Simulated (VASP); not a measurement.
Nb:

```
CELL_PARAMETERS angstrom
2.84110 0.00000 0.00000
-1.42055 2.46046 0.00000
0.00000 0.00000 2.65465
ATOMIC_POSITIONS crystal
Nb 0.00000 0.00000 0.00000
```

This isn't the form of Nb at room conditions, which is bcc.

* Program: VASP 6.6.1
* Task: relaxation of cell and atoms
* Functional: PBEsol
* Potentials or basis: VASP PAW PBE potentials, release 64 (Nb_sv)
* Cutoff: 600 eV
* k mesh: 24 × 24 × 20
* Occupations: gaussian, width 0.1 eV
* Spin: no spin polarisation

At the start: pressure 0.8 GPa; volume 18.56 Å³/atom.

Task: How do energy, volume and symmetry change on relaxing?

Result: Over 6 steps the energy falls by 4.8 meV/atom and the volume is 18.64 Å³/atom (+0.5 %); space group P6/mmm (No. 191, to 0.1 Å) before and after.

The path:
| step | energy change (eV) | largest force (eV/Å) | pressure (GPa) | volume (Å³) |
| --- | --- | --- | --- | --- |
| 1 | 0.0000 | 0.0000 | 0.79 | 18.56 |
| 2 | -0.0013 | 0.0000 | -1.14 | 18.80 |
| 3 | -0.0047 | 0.0000 | -0.39 | 18.69 |
| 4 | -0.0047 | 0.0000 | -0.32 | 18.68 |
| 5 | -0.0047 | 0.0000 | 0.45 | 18.59 |
| 6 | -0.0048 | 0.0000 | 0.02 | 18.64 |

Final structure:
```
CELL_PARAMETERS angstrom
2.82772 0.00000 0.00000
-1.41386 2.44888 0.00000
0.00000 0.00000 2.69236
ATOMIC_POSITIONS crystal
Nb 0.00000 0.00000 0.00000
```

Caveat: the PAW data sets were made with another functional, which shifts forces and pressure a little.
